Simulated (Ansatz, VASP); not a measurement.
## Hg: VASP beside Ansatz

File INCAR:

```
PREC = Accurate ; ENCUT = 550
EDIFF = 1E-6 ; ISMEAR = 0
SIGMA = 0.6 ; LREAL = False
LASPH = True ; NELM = 120
ALGO = Normal ; ISIF = 2
LWAVE = False ; LCHARG = False
GGA = CA ; NBANDS = 16
GGA_COMPAT = False
```

Contents of KPOINTS:

```
regular mesh
0
Gamma
  11 11 11
```

Contents of POSCAR:

```
Hg
1.0
    1.7463233735      1.0082402698      2.1478810803
   -1.7463233735      1.0082402698      2.1478810803
    0.0000000000     -2.0164805396      2.1478810803
Hg
1
Direct
    0.0000000000      1.0000000000      0.0000000000
```

Input for Ansatz:

```yaml
crystal:
  lattice:
    - [1.7463233735, 1.0082402698, 2.1478810803]
    - [-1.7463233735, 1.0082402698, 2.1478810803]
    - [0.0, -2.0164805396, 2.1478810803]
  atoms:
    - { symbol: Hg, position: [0.0, 1.0, 0.0] }
hamiltonian:
  xc: lda
  pseudopotentials:
    kind: paw
    azcp:
      Hg: "pseudopotentials/Hg.paw.azcp"
basis:
  ecutwfc: 420
  fft_grid_basis: typed
kpoints:
  mp_grid: { grid: [11, 11, 11], shift: [0, 0, 0] }
magnetization:
  spin_polarized: false
scf:
  occupations: { method: gaussian, width: 0.6 }
  lower_state_search: "off"
output:
  stress: true
  write_density: true
  write_potential: true
  elf: true
  volumetric_format: npy
```

Alike in both runs: task single point; functional LDA; k mesh 11 × 11 × 11; occupations gaussian, width 0.6 eV; no spin polarisation.

|  | VASP | Ansatz |
| --- | --- | --- |
| version | VASP 6.6.1 | Ansatz 0.2.0 |
| potentials or method | VASP PAW LDA potentials, release 64 (Hg_sv_GW), cutoff 550 eV | plane waves (420 eV) with PAW, scalar-relativistic |
| valence electrons in the cell | 20 | 20 |

Ansatz gave:

* pressure (GPa): -0.1
* traceless stress, the component that is largest in VASP (GPa): -0.24

Q: Estimate VASP's values.

A: Pressure (GPa): -0.1; traceless stress, the component that is largest in VASP (GPa): -0.10.

Ansatz warns that its potentials were made for another functional, while VASP's fit it. LDA's correlation is that of Perdew and Zunger in VASP and of Perdew and Wang (1992) in Ansatz.

Spin-orbit coupling is off throughout.
